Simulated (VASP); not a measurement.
# Hf (Fm-3m) in VASP: notebook

Hf is run at these levels: PBEsol; tasks: electric field gradients.

Everything below comes from runs of VASP 6.6.1. Logs are shortened: lines on timing, memory, paths and dates and some standing lists are left out, and cuts for length are marked.

### Step 1. The cell of the first run

Symmetry: Fm-3m, No. 225, cubic system. The conventional cell has a = 4.440 Å, b = 4.440 Å, c = 4.440 Å, α = 90.00°, β = 90.00°, γ = 90.00°. Within 4.1 Å of Hf (site symmetry m-3m) lie 12 Hf at 3.14 Å.

### Step 2. Electric field gradients, PBEsol

File INCAR:

```
PREC = Accurate
ENCUT = 520
EDIFF = 1E-8
ISMEAR = -1
SIGMA = 0.03
LREAL = F
LASPH = T
NELM = 100
ALGO = Normal
ISIF = 2
LWAVE = F
LCHARG = F
GGA = PS
LEFG = T
NBANDS = 11
```

File KPOINTS:

```
Automatic mesh
0
Gamma
  16 16 16
```

File POSCAR:

```
Hf
1.0
    0.0000000000      2.2200000000      2.2200000000
    2.2200000000      0.0000000000      2.2200000000
    2.2200000000      2.2200000000      0.0000000000
Hf
1
Direct
    0.0000000000      0.0000000000      0.0000000000
```

Potentials or basis: VASP PAW PBE potentials, release 64 (Hf_pv).

The run is started by

```
cat potpaw_PBE.64/Hf_pv/POTCAR > POTCAR
mpirun -np 1 vasp_std > vasp.out
```

OUTCAR:

```text
PREC = Accurate
   ENCUT = 520
   EDIFF = 1E-8
   ISMEAR = -1
   LREAL = F
   LASPH = T
   NELM = 100
   ISIF = 2
   GGA = PS

 ion  position               nearest neighbor table
   1  0.000  0.000  0.000-

  LATTYP: Found a face centered cubic cell.
 ALAT       =     4.4400000000

  Lattice vectors:

 A1 = (   0.0000000000,   2.2200000000,   2.2200000000)
 A2 = (   2.2200000000,   0.0000000000,   2.2200000000)
 A3 = (   2.2200000000,   2.2200000000,   0.0000000000)

Analysis of symmetry for initial positions (statically):
=====================================================================
 Subroutine PRICEL returns:
 Original cell was already a primitive cell.

 Routine SETGRP: Setting up the symmetry group for a
 face centered cubic supercell.

 Subroutine GETGRP returns: Found 48 space group operations
 (whereof 48 operations were pure point group operations)
 out of a pool of 48 trial point group operations.

The static configuration has the point symmetry O_h .

Analysis of symmetry for dynamics (positions and initial velocities):
=====================================================================
 Subroutine PRICEL returns:
 Original cell was already a primitive cell.

 Routine SETGRP: Setting up the symmetry group for a
 face centered cubic supercell.

 Subroutine GETGRP returns: Found 48 space group operations
 (whereof 48 operations were pure point group operations)
 out of a pool of 48 trial point group operations.

The dynamic configuration has the point symmetry O_h .

 Subroutine INISYM returns: Found 48 space group operations
 (whereof 48 operations are pure point group operations),
 and found     1 'primitive' translations

----------------------------------------------------------------------------------------

                                     Primitive cell

  volume of cell :      21.8821

  direct lattice vectors                    reciprocal lattice vectors
     0.000000000  2.220000000  2.220000000    -0.225225225  0.225225225  0.225225225
     2.220000000  0.000000000  2.220000000     0.225225225 -0.225225225  0.225225225
     2.220000000  2.220000000  0.000000000     0.225225225  0.225225225 -0.225225225

  length of vectors
     3.139554108  3.139554108  3.139554108     0.390101533  0.390101533  0.390101533

  position of ions in fractional coordinates (direct lattice)
     0.000000000  0.000000000  0.000000000

  ion indices of the primitive-cell ions
   primitive index   ion index
                 1           1

----------------------------------------------------------------------------------------

 KPOINTS: Automatic mesh

Automatic generation of k-mesh.
 Grid dimensions read from file:
 generate k-points for:   16   16   16

 Generating k-lattice:

  Cartesian coordinates                     Fractional coordinates (reciprocal lattice)
    -0.014076577  0.014076577  0.014076577     0.062500000  0.000000000  0.000000000
     0.014076577 -0.014076577  0.014076577     0.000000000  0.062500000  0.000000000
     0.014076577  0.014076577 -0.014076577     0.000000000  0.000000000  0.062500000

  Length of vectors
     0.024381346  0.024381346  0.024381346

  Shift w.r.t. Gamma in fractional coordinates (k-lattice)
     0.000000000  0.000000000  0.000000000

 Subroutine IBZKPT returns following result:
 ===========================================

 Found    145 irreducible k-points:

 Following reciprocal coordinates:
            Coordinates               Weight
  0.000000  0.000000  0.000000      1.000000
  0.062500  0.000000  0.000000      8.000000
  0.125000  0.000000  0.000000      8.000000
  0.187500  0.000000  0.000000      8.000000
  0.250000  0.000000  0.000000      8.000000
  0.312500  0.000000  0.000000      8.000000
[... 16 lines left out ...]
 -0.125000  0.062500  0.000000     24.000000
 -0.062500  0.062500  0.000000     12.000000
 [... further k-points ...]
   k-points           NKPTS =    145   k-points in BZ     NKDIM =    145   number of bands    NBANDS=     11
   number of dos      NEDOS =    301   number of ions     NIONS =      1
   total plane-waves  NPLWV =  13824
   dimension x,y,z NGX =    24 NGY =   24 NGZ =   24
   dimension x,y,z NGXF=    48 NGYF=   48 NGZF=   48
   ions per type =               1
   NGX,Y,Z   is equivalent  to a cutoff of  12.71, 12.71, 12.71 a.u.
   NGXF,Y,Z  is equivalent  to a cutoff of  25.42, 25.42, 25.42 a.u.
 SYSTEM =  unknown system
   PREC   = accura    normal or accurate (medium, high low for compatibility)
   ISTART =      0    job   : 0-new  1-cont  2-samecut
   ICHARG =      2    charge: 1-file 2-atom 10-const
   ISPIN  =      1    spin polarized calculation?
   LNONCOLLINEAR =      F non collinear calculations
   LSORBIT =      F    spin-orbit coupling
   LASPH  =      T    aspherical Exc in radial PAW
   ENCUT  =  520.0 eV  38.22 Ry    6.18 a.u.   5.84  5.84  5.84*2*pi/ulx,y,z
   NELM   =    100;   NELMIN=  2; NELMDL= -5     # of ELM steps
   EDIFF  = 0.1E-07   stopping-criterion for ELM
   LREAL  =      F    real-space projection
   EDIFFG = 0.1E-06   stopping-criterion for IOM
   NSW    =      0    number of steps for IOM
   IBRION =     -1    ionic relax: 0-MD 1-quasi-New 2-CG
   NFREE  =      0    steps in history (QN), initial steepest desc. (CG)
   ISIF   =      2    stress and relaxation
   ISYM   =      2    0-nonsym 1-usesym 2-fastsym
   POTIM  = 0.5000    time-step for ionic-motion
   TEBEG  =    0.0;   TEEND  =   0.0 temperature during run
   PSTRESS=    0.0 pullay stress
   NELECT =      10.0000    total number of electrons
   NUPDOWN=      -1.0000    fix difference up-down
   EMIN   =  10.00;   EMAX   =-10.00  energy-range for DOS
   EFERMI =   0.00;   METHOD = LEGACY
   ISMEAR =    -1;   SIGMA  =   0.03  broadening in eV -4-tet -1-fermi 0-gaus
   EFERMI_NEDOS =   21; number of points for ismear=-14 and -15
   IALGO  =     38    algorithm
   IMIX   =      4    mixing-type and parameters
     AMIX     =   0.40;   BMIX     =  1.00
     AMIX_MAG =   1.60;   BMIX_MAG =  1.00
  volume/ion in A,a.u.               =      21.88       147.67
  Fermi-wavevector in a.u.,A,eV,Ry     =   1.260991  2.382927 21.634588  1.590097
  Thomas-Fermi vector in A             =   2.394472
   LORBIT       =      0    0 simple, 1 ext, 2 COOP (PROOUT), +10 PAW based schemes
   GGA     = PS    functional components
   LHFCALC =     F    Hartree Fock is set to
   AEXX    =    0.0000 exact exchange contribution
   IVDW    =     0    specifies the selected vdW correction
   LEPSILON=     F    determine dielectric tensor
   LRPA    =     F    only Hartree local field effects (RPA)
 non-spin polarized calculation
  energy-cutoff  :      520.00
  volume of cell :       21.88
 maximum number of plane-waves:       609
   NGX = 11   NGY = 11   NGZ = 11

 number of electron      10.0000000 magnetization

 Free energy of the ion-electron system (eV)
  ---------------------------------------------------
  ext. energy  EPLUGINS =         0.00000000
  ---------------------------------------------------
  free energy    TOTEN  =       -10.43170689 eV

  energy without entropy =      -10.42602871  energy(sigma->0) =      -10.42886780

 E-fermi :   4.7314     XC(G=0): -11.4944

 val. band max:        4.7282760231   @ k =   0.5000   0.3125   0.1250
 cond. band min:       4.7365827773   @ k =  -0.3125   0.3125   0.0625
 fundamental gap:      0.0083067542
 Fermi energy:         4.7314415564

 k-point     1 :       0.0000    0.0000    0.0000
  band No.  band energies     occupation
      1     -25.1466      2.00000
      2     -25.1466      2.00000
      3     -25.1466      2.00000
      4      -2.5574      2.00000
      5       6.1341      0.00000
      6       6.1341      0.00000
      7       6.1341      0.00000
      8       8.9979      0.00000
      9       8.9979      0.00000
     10      16.1779      0.00000
     11      17.8601      0.00000

 k-point     2 :       0.0625    0.0000    0.0000
  band No.  band energies     occupation
      1     -25.1826      2.00000
      2     -25.1511      2.00000
      3     -25.1511      2.00000
      4      -2.4165      2.00000
      5       5.9900      0.00000
      6       6.2023      0.00000
      7       6.2023      0.00000
      8       8.9217      0.00000
      9       8.9217      0.00000
     10      16.4938      0.00000
     11      17.8594      0.00000
[... 295 lines left out ...]
 k-point    24 :      -0.0625    0.0625    0.0000
  band No.  band energies     occupation
      1     -25.2329      2.00000
      2     -25.1715      2.00000
      3     -25.1526      2.00000
      4      -2.1865      2.00000
      5       5.7627      0.00000
      6       6.3057      0.00000
      7       6.3218      0.00000
      8       8.6428      0.00000
      9       8.9854      0.00000
     10      16.9865      0.00000
     11      17.8578      0.00000

 [... further k-points ...]

------------------------ aborting loop because EDIFF is reached ----------------------------------------

  FORCE on cell =-STRESS in cart. coord.  units (eV):
  Direction    XX          YY          ZZ          XY          YZ          ZX
  --------------------------------------------------------------------------------------
  -------------------------------------------------------------------------------------
  Total       -0.2768777     -0.2768777     -0.2768777      0.0000000     -0.0000000      0.0000000
  in kB      -20.2726125    -20.2726125    -20.2726125      0.0000000     -0.0000000      0.0000000
  external PRESSURE =     -20.2726125 kB  Pullay stress =       0.0000000 kB

 VOLUME and BASIS-vectors are now :
 -----------------------------------------------------------------------------
  energy-cutoff  :      520.00
  volume of cell :       21.88
      direct lattice vectors                 reciprocal lattice vectors
     0.000000000  2.220000000  2.220000000    -0.225225225  0.225225225  0.225225225
     2.220000000  0.000000000  2.220000000     0.225225225 -0.225225225  0.225225225
     2.220000000  2.220000000  0.000000000     0.225225225  0.225225225 -0.225225225

 POSITION                                       TOTAL-FORCE (eV/Angst)
 -----------------------------------------------------------------------------------
      0.00000      0.00000      0.00000         0.000000      0.000000      0.000000
 -----------------------------------------------------------------------------------
    total drift:                                0.000000     -0.000000     -0.000000

  FREE ENERGIE OF THE ION-ELECTRON SYSTEM (eV)
  ---------------------------------------------------
  free  energy   TOTEN  =       -10.4317068905 eV

  energy  without entropy=      -10.4260287076  energy(sigma->0) =      -10.42886780

 Electric field gradients (V/A^2)
---------------------------------------------------------------------
 ion       V_xx      V_yy      V_zz      V_xy      V_xz      V_yz
---------------------------------------------------------------------
   1       0.000    -0.000     0.000    -0.000    -0.000    -0.000
---------------------------------------------------------------------

 Electric field gradients after diagonalization (V/A^2)
 (convention: |V_zz| > |V_xx| > |V_yy|)
----------------------------------------------------------------------
 ion       V_xx      V_yy      V_zz     asymmetry (V_yy - V_xx)/ V_zz
----------------------------------------------------------------------
   1       0.000     0.000    -0.001       0.000
----------------------------------------------------------------------

           NMR quadrupolar parameters

 Cq : quadrupolar parameter    Cq=e*Q*V_zz/h
 eta: asymmetry parameters     (V_yy - V_xx)/ V_zz
 Q  : nuclear electric quadrupole moment in mb (millibarn)
----------------------------------------------------------------------
 ion       Cq(MHz)       eta       Q (mb)
----------------------------------------------------------------------
   1      -0.000       0.000       1.000
----------------------------------------------------------------------
```

Wall time 28 s (1 thread of AMD EPYC 7R13 (Zen 3), shared host); peak memory 0.13 GiB.

Results:

| Quantity | Value |
| --- | --- |
| Free energy | -10.4317 eV |
| Pressure | -2.0 GPa |
| Band gap on the k mesh | zero (band 5 reaches 6.13 eV, above the bottom of band 6 at 4.34 eV) |

Caveat: without QUAD_EFG the Cq values of the log hold for a quadrupole moment of 1 mb, not for the nuclei; the PAW data sets were made with another functional, which shifts forces and pressure a little; spin-orbit coupling is left out, which moves the levels of the heavy elements.

### Step 3. Electric field gradients, PBEsol

File INCAR:

```
SYSTEM = Hf
PREC = Accurate
ENCUT = 520
EDIFF = 1E-8
ISMEAR = -1
SIGMA = 0.03
LREAL = .False.
LASPH = .True.
NELM = 100
ALGO = Normal
ISIF = 2
LWAVE = .False.
LCHARG = .False.
GGA = PS
LEFG = .True.
NBANDS = 11
```

File KPOINTS:

```
Automatic mesh
0
Gamma
  16 16 16
  0 0 0
```

POSCAR is that of step 2.

Potentials or basis: VASP PAW PBE potentials, release 64 (Hf_pv).

The run is started by

```
cat potpaw_PBE.64/Hf_pv/POTCAR > POTCAR
mpirun -np 1 vasp_std > vasp.out
```

OUTCAR:

```text
SYSTEM = Hf
   PREC = Accurate
   ENCUT = 520
   EDIFF = 1E-8
   ISMEAR = -1
   LREAL = .False.
   LASPH = .True.
   NELM = 100
   ISIF = 2
   GGA = PS

 ion  position               nearest neighbor table
   1  0.000  0.000  0.000-

  LATTYP: Found a face centered cubic cell.
 ALAT       =     4.4400000000

  Lattice vectors:

 A1 = (   0.0000000000,   2.2200000000,   2.2200000000)
 A2 = (   2.2200000000,   0.0000000000,   2.2200000000)
 A3 = (   2.2200000000,   2.2200000000,   0.0000000000)

Analysis of symmetry for initial positions (statically):
=====================================================================
 Subroutine PRICEL returns:
 Original cell was already a primitive cell.

 Routine SETGRP: Setting up the symmetry group for a
 face centered cubic supercell.

[... 516 lines left out ...]
  external PRESSURE =     -20.2726125 kB  Pullay stress =       0.0000000 kB

 VOLUME and BASIS-vectors are now :
 -----------------------------------------------------------------------------
  energy-cutoff  :      520.00
  volume of cell :       21.88
      direct lattice vectors                 reciprocal lattice vectors
     0.000000000  2.220000000  2.220000000    -0.225225225  0.225225225  0.225225225
     2.220000000  0.000000000  2.220000000     0.225225225 -0.225225225  0.225225225
     2.220000000  2.220000000  0.000000000     0.225225225  0.225225225 -0.225225225

 POSITION                                       TOTAL-FORCE (eV/Angst)
 -----------------------------------------------------------------------------------
      0.00000      0.00000      0.00000         0.000000      0.000000      0.000000
 -----------------------------------------------------------------------------------
    total drift:                                0.000000     -0.000000     -0.000000

  FREE ENERGIE OF THE ION-ELECTRON SYSTEM (eV)
  ---------------------------------------------------
  free  energy   TOTEN  =       -10.4317068905 eV

  energy  without entropy=      -10.4260287076  energy(sigma->0) =      -10.42886780

 Electric field gradients (V/A^2)
---------------------------------------------------------------------
 ion       V_xx      V_yy      V_zz      V_xy      V_xz      V_yz
---------------------------------------------------------------------
   1       0.000    -0.000     0.000    -0.000    -0.000    -0.000
---------------------------------------------------------------------

 Electric field gradients after diagonalization (V/A^2)
 (convention: |V_zz| > |V_xx| > |V_yy|)
----------------------------------------------------------------------
 ion       V_xx      V_yy      V_zz     asymmetry (V_yy - V_xx)/ V_zz
----------------------------------------------------------------------
   1       0.000     0.000    -0.001       0.000
----------------------------------------------------------------------

           NMR quadrupolar parameters

 Cq : quadrupolar parameter    Cq=e*Q*V_zz/h
 eta: asymmetry parameters     (V_yy - V_xx)/ V_zz
 Q  : nuclear electric quadrupole moment in mb (millibarn)
----------------------------------------------------------------------
 ion       Cq(MHz)       eta       Q (mb)
----------------------------------------------------------------------
   1      -0.000       0.000       1.000
----------------------------------------------------------------------
```

stdout:

```text
POSCAR found type information on POSCAR Hf
 POSCAR found :  1 types and       1 ions
 scaLAPACK will be used
 -----------------------------------------------------------------------------
|                                                                             |
|                                                                             |
|     You enforced a specific xc type in the INCAR file but a different       |
|     I HOPE YOU KNOW WHAT YOU ARE DOING!                                     |
|                                                                             |
 -----------------------------------------------------------------------------

 LDA part: xc-table for (Slater+PW92), standard interpolation
 POSCAR, INCAR and KPOINTS ok, starting setup
 FFT: planning ... GRIDC
 FFT: planning ... GRID_SOFT
 FFT: planning ... GRID
 WAVECAR not read
 entering main loop
ion   1
```

Wall time 26 s (1 thread of AMD EPYC 7R13 (Zen 3), shared host); peak memory 0.13 GiB.

What came out:

| Property | Result |
| --- | --- |
| Free energy | -10.4317 eV |
| Pressure | -2.0 GPa |
| Band gap on the k mesh | zero (band 5 reaches 6.13 eV, above the bottom of band 6 at 4.34 eV) |

Caveat: without QUAD_EFG the Cq values of the log hold for a quadrupole moment of 1 mb, not for the nuclei; the PAW data sets were made with another functional, which shifts forces and pressure a little; spin-orbit coupling is left out, which moves the levels of the heavy elements.
